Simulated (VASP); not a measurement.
# Cr (Im-3m) in VASP: further runs

The runs below take Cr through single point, with r2SCAN.

All numbers are computed with VASP 6.6.1; they aren't measurements. Logs are shortened: lines on timing, memory, paths and dates and some standing lists are left out, and cuts for length are marked.

### 1 The cell of the first run

The structure is cubic, space group Im-3m (No. 229). The conventional cell has a = 2.830 Å, b = 2.830 Å, c = 2.830 Å, α = 90.00°, β = 90.00°, γ = 90.00°. Cr (site symmetry m-3m) has 14 Cr at 2.45 to 2.83 Å within 3.2 Å.

### 2 Single point, r2SCAN, collinear spin, ferromagnetic start

POSCAR reads:

```
Cr
1.0
   -1.4148813462      1.4148813462      1.4148813462
    1.4148813462     -1.4148813462      1.4148813462
    1.4148813462      1.4148813462     -1.4148813462
Cr
1
Direct
    0.0000000000      0.0000000000      0.0000000000
```

INCAR.step1 reads:

```
SYSTEM = Cr
PREC = Accurate
ENCUT = 520
ISMEAR = -1
SIGMA = 1.0
LREAL = .False.
LASPH = .True.
NELM = 150
ISPIN = 2
MAGMOM = 1.5
LMAXMIX = 4
NBANDS = 16
GGA = PE
ALGO = Normal
EDIFF = 1E-4
LWAVE = .True.
LCHARG = .False.
```

INCAR.step2 reads:

```
SYSTEM = Cr
PREC = Accurate
ENCUT = 520
EDIFF = 1E-6
ISMEAR = -1
SIGMA = 1.0
LREAL = .False.
LASPH = .True.
NELM = 150
ALGO = Normal
ISIF = 2
LWAVE = .False.
LCHARG = .False.
ISPIN = 2
MAGMOM = 1.5
LORBIT = 11
LMAXMIX = 4
METAGGA = R2SCAN
LMIXTAU = .True.
NBANDS = 16
ISTART = 1
```

KPOINTS reads:

```
Automatic mesh
0
Gamma
  15 15 15
  0 0 0
```

Potentials or basis: VASP PAW PBE potentials, release 64 (Cr_pv).

The run is started by

```bash
$ cat potpaw_PBE.64/Cr_pv/POTCAR > POTCAR
$ cp INCAR.step1 INCAR
$ mpirun -np 1 vasp_std > vasp.out
$ cp INCAR.step2 INCAR
$ mpirun -np 1 vasp_std > vasp.out
```

OUTCAR:

```text
SYSTEM = Cr
   PREC = Accurate
   ENCUT = 520
   EDIFF = 1E-6
   ISMEAR = -1
   LREAL = .False.
   LASPH = .True.
   NELM = 150
   ISIF = 2
   ISPIN = 2
   LORBIT = 11
   METAGGA = R2SCAN
   ISTART = 1

 ion  position               nearest neighbor table
   1  0.000  0.000  0.000-

  LATTYP: Found a body centered cubic cell.
 ALAT       =     2.8297626924

  Lattice vectors:

 A1 = (  -1.4148813462,   1.4148813462,   1.4148813462)
 A2 = (   1.4148813462,  -1.4148813462,   1.4148813462)
 A3 = (   1.4148813462,   1.4148813462,  -1.4148813462)

Analysis of symmetry for initial positions (statically):
=====================================================================
 Subroutine PRICEL returns:
 Original cell was already a primitive cell.

 Routine SETGRP: Setting up the symmetry group for a
 body centered cubic supercell.

 Subroutine GETGRP returns: Found 48 space group operations
 (whereof 48 operations were pure point group operations)
 out of a pool of 48 trial point group operations.

The static configuration has the point symmetry O_h .

Analysis of symmetry for dynamics (positions and initial velocities):
=====================================================================
 Subroutine PRICEL returns:
 Original cell was already a primitive cell.

 Routine SETGRP: Setting up the symmetry group for a
 body centered cubic supercell.

 Subroutine GETGRP returns: Found 48 space group operations
 (whereof 48 operations were pure point group operations)
 out of a pool of 48 trial point group operations.

The dynamic configuration has the point symmetry O_h .

Analysis of structural, dynamic, and magnetic symmetry:
=====================================================================
 Subroutine PRICEL returns:
 Original cell was already a primitive cell.

 Routine SETGRP: Setting up the symmetry group for a
 body centered cubic supercell.

 Subroutine GETGRP returns: Found 48 space group operations
 (whereof 48 operations were pure point group operations)
 out of a pool of 48 trial point group operations.

The overall configuration has the point symmetry O_h .

 Subroutine INISYM returns: Found 48 space group operations
 (whereof 48 operations are pure point group operations),
 and found     1 'primitive' translations

----------------------------------------------------------------------------------------

                                     Primitive cell

  volume of cell :      11.3297

  direct lattice vectors                    reciprocal lattice vectors
    -1.414881346  1.414881346  1.414881346     0.000000000  0.353386523  0.353386523
     1.414881346 -1.414881346  1.414881346     0.353386523  0.000000000  0.353386523
     1.414881346  1.414881346 -1.414881346     0.353386523  0.353386523  0.000000000

  length of vectors
     2.450646378  2.450646378  2.450646378     0.499764014  0.499764014  0.499764014

  position of ions in fractional coordinates (direct lattice)
     0.000000000  0.000000000  0.000000000

  ion indices of the primitive-cell ions
   primitive index   ion index
                 1           1

----------------------------------------------------------------------------------------

 KPOINTS: Automatic mesh

Automatic generation of k-mesh.
 Grid dimensions read from file:
 generate k-points for:   15   15   15

 Generating k-lattice:

  Cartesian coordinates                     Fractional coordinates (reciprocal lattice)
     0.000000000  0.023559102  0.023559102     0.066666667  0.000000000  0.000000000
     0.023559102  0.000000000  0.023559102     0.000000000  0.066666667  0.000000000
     0.023559102  0.023559102  0.000000000     0.000000000  0.000000000  0.066666667

  Length of vectors
     0.033317601  0.033317601  0.033317601

  Shift w.r.t. Gamma in fractional coordinates (k-lattice)
     0.000000000  0.000000000  0.000000000

 Subroutine IBZKPT returns following result:
 ===========================================

 Found    120 irreducible k-points:

 Following reciprocal coordinates:
            Coordinates               Weight
  0.000000  0.000000  0.000000      1.000000
  0.066667  0.000000  0.000000     12.000000
  0.133333  0.000000  0.000000     12.000000
  0.200000  0.000000  0.000000     12.000000
  0.266667  0.000000  0.000000     12.000000
  0.333333  0.000000  0.000000     12.000000
[... 16 lines left out ...]
  0.333333  0.200000  0.000000     48.000000
  0.400000  0.200000 -0.000000     24.000000
 [... further k-points ...]
   k-points           NKPTS =    120   k-points in BZ     NKDIM =    120   number of bands    NBANDS=     16
   number of dos      NEDOS =    301   number of ions     NIONS =      1
   total plane-waves  NPLWV =   5832
   dimension x,y,z NGX =    18 NGY =   18 NGZ =   18
   dimension x,y,z NGXF=    36 NGYF=   36 NGZF=   36
   ions per type =               1
   NGX,Y,Z   is equivalent  to a cutoff of  12.21, 12.21, 12.21 a.u.
   NGXF,Y,Z  is equivalent  to a cutoff of  24.42, 24.42, 24.42 a.u.
 SYSTEM =  Cr
   PREC   = accura    normal or accurate (medium, high low for compatibility)
   ISTART =      1    job   : 0-new  1-cont  2-samecut
   ICHARG =      0    charge: 1-file 2-atom 10-const
   ISPIN  =      2    spin polarized calculation?
   LNONCOLLINEAR =      F non collinear calculations
   LSORBIT =      F    spin-orbit coupling
   LASPH  =      T    aspherical Exc in radial PAW
   ENCUT  =  520.0 eV  38.22 Ry    6.18 a.u.   4.56  4.56  4.56*2*pi/ulx,y,z
   NELM   =    150;   NELMIN=  2; NELMDL=  0     # of ELM steps
   EDIFF  = 0.1E-05   stopping-criterion for ELM
   LREAL  =      F    real-space projection
   EDIFFG = 0.1E-04   stopping-criterion for IOM
   NSW    =      0    number of steps for IOM
   IBRION =     -1    ionic relax: 0-MD 1-quasi-New 2-CG
   NFREE  =      0    steps in history (QN), initial steepest desc. (CG)
   ISIF   =      2    stress and relaxation
   ISYM   =      2    0-nonsym 1-usesym 2-fastsym
   POTIM  = 0.5000    time-step for ionic-motion
   TEBEG  =    0.0;   TEEND  =   0.0 temperature during run
   PSTRESS=    0.0 pullay stress
   NELECT =      12.0000    total number of electrons
   NUPDOWN=      -1.0000    fix difference up-down
   EMIN   =  10.00;   EMAX   =-10.00  energy-range for DOS
   EFERMI =   0.00;   METHOD = LEGACY
   ISMEAR =    -1;   SIGMA  =   1.00  broadening in eV -4-tet -1-fermi 0-gaus
   EFERMI_NEDOS =   21; number of points for ismear=-14 and -15
   IALGO  =     38    algorithm
   IMIX   =      4    mixing-type and parameters
     AMIX     =   0.40;   BMIX     =  1.00
     AMIX_MAG =   1.60;   BMIX_MAG =  1.00
  volume/ion in A,a.u.               =      11.33        76.46
  Fermi-wavevector in a.u.,A,eV,Ry     =   1.668765  3.153509 37.889194  2.784777
  Thomas-Fermi vector in A             =   2.754555
   LORBIT       =     11    0 simple, 1 ext, 2 COOP (PROOUT), +10 PAW based schemes
   METAGGA = R2SCAN    functional components
   LHFCALC =     F    Hartree Fock is set to
   AEXX    =    0.0000 exact exchange contribution
   IVDW    =     0    specifies the selected vdW correction
   LEPSILON=     F    determine dielectric tensor
   LRPA    =     F    only Hartree local field effects (RPA)
 spin polarized calculation
  energy-cutoff  :      520.00
  volume of cell :       11.33
 maximum number of plane-waves:       321
   NGX =  9   NGY =  9   NGZ =  9

 number of electron      12.0000006 magnetization       0.0000006

 number of electron      12.0000006 magnetization      -0.0000003

 Free energy of the ion-electron system (eV)
  ---------------------------------------------------
  ext. energy  EPLUGINS =         0.00000000
  ---------------------------------------------------
  free energy    TOTEN  =       -16.68970034 eV

  energy without entropy =      -12.59579346  energy(sigma->0) =      -14.64274690

 E-fermi :  11.3820     XC(G=0): -15.0249

 val. band max:       11.3734759093   @ k =  -0.2667   0.2667   0.2667
 cond. band min:      11.3903345903   @ k =  -0.4667   0.4667   0.2667
 fundamental gap:      0.0168586811
 Fermi energy:        11.3819657919

 spin component 1

 k-point     1 :       0.0000    0.0000    0.0000
  band No.  band energies     occupation
      1     -32.4880      1.00000
      2     -32.4880      1.00000
      3     -32.4880      1.00000
      4       2.7349      0.99982
      5      10.7284      0.65781
      6      10.7285      0.65779
[... 8 lines left out ...]
     15      42.5992      0.00000
     16      47.6271      0.00000

 k-point     2 :       0.0667    0.0000    0.0000
  band No.  band energies     occupation
      1     -32.5356      1.00000
      2     -32.5022      1.00000
      3     -32.4883      1.00000
      4       2.9439      0.99978
      5      10.6427      0.67685
      6      10.7098      0.66200
[... 8 lines left out ...]
     15      43.0616      0.00000
     16      45.6762      0.00000

 k-point     3 :       0.1333    0.0000    0.0000
  band No.  band energies     occupation
      1     -32.6691      1.00000
      2     -32.5424      1.00000
      3     -32.4894      1.00000
      4       3.5456      0.99961
      5      10.4061      0.72628
      6      10.6188      0.68205
[... 8 lines left out ...]
     15      43.1376      0.00000
     16      43.2937      0.00000
[... 362 lines left out ...]
 k-point    23 :       0.3333    0.2000    0.0000
  band No.  band energies     occupation
      1     -33.3879      1.00000
      2     -32.9341      1.00000
      3     -32.5900      1.00000
      4       7.6682      0.97620
      5       9.0573      0.91090
      6      10.0572      0.78998
[... 8 lines left out ...]
     15      42.0500      0.00000
     16      47.6069      0.00000

 k-point    24 :       0.4000    0.2000   -0.0000
  band No.  band energies     occupation
      1     -33.4047      1.00000
      2     -32.9625      1.00000
      3     -32.5921      1.00000
      4       7.6649      0.97627
      5       9.0540      0.91116
      6      10.2096      0.76358
[... 8 lines left out ...]
     15      41.9473      0.00000
     16      47.5342      0.00000

 [... further k-points ...]

 spin component 2

 k-point     1 :       0.0000    0.0000    0.0000
  band No.  band energies     occupation
      1     -32.4880      1.00000
      2     -32.4880      1.00000
      3     -32.4880      1.00000
      4       2.7349      0.99982
      5      10.7284      0.65781
      6      10.7285      0.65779
[... 8 lines left out ...]
     15      42.5992      0.00000
     16      47.6274      0.00000

 k-point     2 :       0.0667    0.0000    0.0000
  band No.  band energies     occupation
      1     -32.5356      1.00000
      2     -32.5022      1.00000
      3     -32.4883      1.00000
      4       2.9439      0.99978
      5      10.6427      0.67685
      6      10.7098      0.66200
[... 8 lines left out ...]
     15      43.0616      0.00000
     16      45.6762      0.00000

 k-point     3 :       0.1333    0.0000    0.0000
  band No.  band energies     occupation
      1     -32.6691      1.00000
      2     -32.5424      1.00000
      3     -32.4894      1.00000
      4       3.5456      0.99961
      5      10.4061      0.72628
      6      10.6188      0.68205
[... 8 lines left out ...]
     15      43.1376      0.00000
     16      43.2937      0.00000
[... 362 lines left out ...]
 k-point    23 :       0.3333    0.2000    0.0000
  band No.  band energies     occupation
      1     -33.3879      1.00000
      2     -32.9341      1.00000
      3     -32.5900      1.00000
      4       7.6682      0.97620
      5       9.0573      0.91090
      6      10.0572      0.78998
[... 8 lines left out ...]
     15      42.0500      0.00000
     16      47.6069      0.00000

 k-point    24 :       0.4000    0.2000   -0.0000
  band No.  band energies     occupation
      1     -33.4047      1.00000
      2     -32.9625      1.00000
      3     -32.5921      1.00000
      4       7.6649      0.97627
      5       9.0540      0.91116
      6      10.2096      0.76358
[... 8 lines left out ...]
     15      41.9473      0.00000
     16      47.5342      0.00000

 [... further k-points ...]

------------------------ aborting loop because EDIFF is reached ----------------------------------------

  FORCE on cell =-STRESS in cart. coord.  units (eV):
  Direction    XX          YY          ZZ          XY          YZ          ZX
  --------------------------------------------------------------------------------------
  -------------------------------------------------------------------------------------
  Total        2.4955958      2.4955958      2.4955958     -0.0000000      0.0000000      0.0000000
  in kB      352.9106550    352.9106550    352.9106550     -0.0000000      0.0000000      0.0000000
  external PRESSURE =     352.9106550 kB  Pullay stress =       0.0000000 kB

 VOLUME and BASIS-vectors are now :
 -----------------------------------------------------------------------------
  energy-cutoff  :      520.00
  volume of cell :       11.33
      direct lattice vectors                 reciprocal lattice vectors
    -1.414881346  1.414881346  1.414881346     0.000000000  0.353386523  0.353386523
     1.414881346 -1.414881346  1.414881346     0.353386523  0.000000000  0.353386523
     1.414881346  1.414881346 -1.414881346     0.353386523  0.353386523  0.000000000

 POSITION                                       TOTAL-FORCE (eV/Angst)
 -----------------------------------------------------------------------------------
      0.00000      0.00000      0.00000         0.000000      0.000000     -0.000000
 -----------------------------------------------------------------------------------
    total drift:                                0.000000     -0.000000      0.000000

  FREE ENERGIE OF THE ION-ELECTRON SYSTEM (eV)
  ---------------------------------------------------
  free  energy   TOTEN  =       -16.6897003397 eV

  energy  without entropy=      -12.5957934598  energy(sigma->0) =      -14.64274690

 total charge

# of ion       s       p       d       tot
------------------------------------------
    1        1.092   6.412   4.215  11.719

 magnetization (x)

# of ion       s       p       d       tot
------------------------------------------
    1        0.000   0.000   0.000   0.000
```

Run time: 1.7 min. Hardware: 1 thread of AMD EPYC 9R45 (Zen 5), shared host; peak memory 0.12 GiB.

Results:

```
Free energy                                           : -16.6897 eV
Pressure                                              : 35.3 GPa
Band gap on the k mesh                                : zero (filled and empty bands overlap)
Net moment                                            : 0.00 μB per cell
Valence electrons inside the program's atomic spheres : Cr 11.72
```

Levels at points of the mesh, in eV from the Fermi level:
Spin up:
```
           k point  band 4  band 5  band 6  band 7  band 8  band 9
(0.00, 0.00, 0.00)   -8.65   -0.65   -0.65   -0.65    1.68    1.68
```
Spin down:
```csv
k point,band 3,band 4,band 5,band 6,band 7,band 8,band 9,band 10
"(0.00, 0.00, 0.00)",-43.87,-8.65,-0.65,-0.65,-0.65,1.68,1.68,4.13
```

Caveat: the cell stands under pressure; so wide a smearing shifts energies and pressures; the moments typed at the start vanished in this run; the PAW data sets were made with another functional, which shifts forces and pressure a little.

### 3 Single point, r2SCAN, collinear spin, ferromagnetic start

POSCAR is that of step 2.

INCAR.step1 reads:

```
PREC     = Accurate       # precision mode
ENCUT    = 520            # plane-wave cutoff, eV
ISMEAR   = 0              # smearing method
SIGMA    = 0.01           # smearing width, eV
LREAL    = F              # projectors in reciprocal space
LASPH    = T              # aspherical terms in the spheres
NELM     = 150            # most SCF steps
ISPIN    = 2              # spin polarisation
MAGMOM   = 1.5            # initial moments
LMAXMIX  = 4              # l up to which the mixer works
NBANDS   = 16             # bands
GGA      = PE             # functional
ALGO     = Normal         # electronic algorithm
EDIFF    = 1E-4           # SCF threshold, eV
LWAVE    = T              # write WAVECAR
LCHARG   = F              # write CHGCAR
```

INCAR.step2 reads:

```
PREC     = Accurate       # precision mode
ENCUT    = 520            # plane-wave cutoff, eV
EDIFF    = 1E-6           # SCF threshold, eV
ISMEAR   = 0              # smearing method
SIGMA    = 0.01           # smearing width, eV
LREAL    = F              # projectors in reciprocal space
LASPH    = T              # aspherical terms in the spheres
NELM     = 150            # most SCF steps
ALGO     = Normal         # electronic algorithm
ISIF     = 2              # what is computed and relaxed
LWAVE    = F              # write WAVECAR
LCHARG   = F              # write CHGCAR
ISPIN    = 2              # spin polarisation
MAGMOM   = 1.5            # initial moments
LORBIT   = 11             # projections on sites
LMAXMIX  = 4              # l up to which the mixer works
METAGGA  = R2SCAN         # meta-GGA
LMIXTAU  = T            
NBANDS   = 16             # bands
ISTART   = 1
```

KPOINTS reads:

```
regular mesh
0
Gamma
  15 15 15
```

Potentials or basis: VASP PAW PBE potentials, release 64 (Cr_pv).

The run is started by

```bash
$ cat potpaw_PBE.64/Cr_pv/POTCAR > POTCAR
$ cp INCAR.step1 INCAR
$ mpirun -np 1 vasp_std > vasp.out
$ cp INCAR.step2 INCAR
$ mpirun -np 1 vasp_std > vasp.out
```

Wall time 82 s (1 thread of AMD EPYC 9R45 (Zen 5), shared host); peak memory 0.12 GiB.

The run converged. Its results:

| Quantity | Value |
| --- | --- |
| Free energy | -14.7991 eV |
| Pressure | 0.5 GPa |
| Band gap on the k mesh | zero (filled and empty bands overlap) |
| Net moment | 0.00 μB per cell |
| Valence electrons inside the program's atomic spheres | Cr 11.32 |

Levels at points of the mesh, in eV from the Fermi level:
Spin up:
```csv
k point,band 4,band 5,band 6,band 7,band 8,band 9
"(0.00, 0.00, 0.00)",-8.47,-0.97,-0.97,-0.97,1.46,1.46
```
Spin down:
| k point | band 4 | band 5 | band 6 | band 7 | band 8 | band 9 |
| --- | --- | --- | --- | --- | --- | --- |
| (0.00, 0.00, 0.00) | -8.47 | -0.97 | -0.97 | -0.97 | 1.46 | 1.46 |

Caveat: the moments typed at the start vanished in this run; the PAW data sets were made with another functional, which shifts forces and pressure a little.

[end of part 1 of 2]

The gap in the log of VASP goes by the Fermi energy; the results here count the filled bands.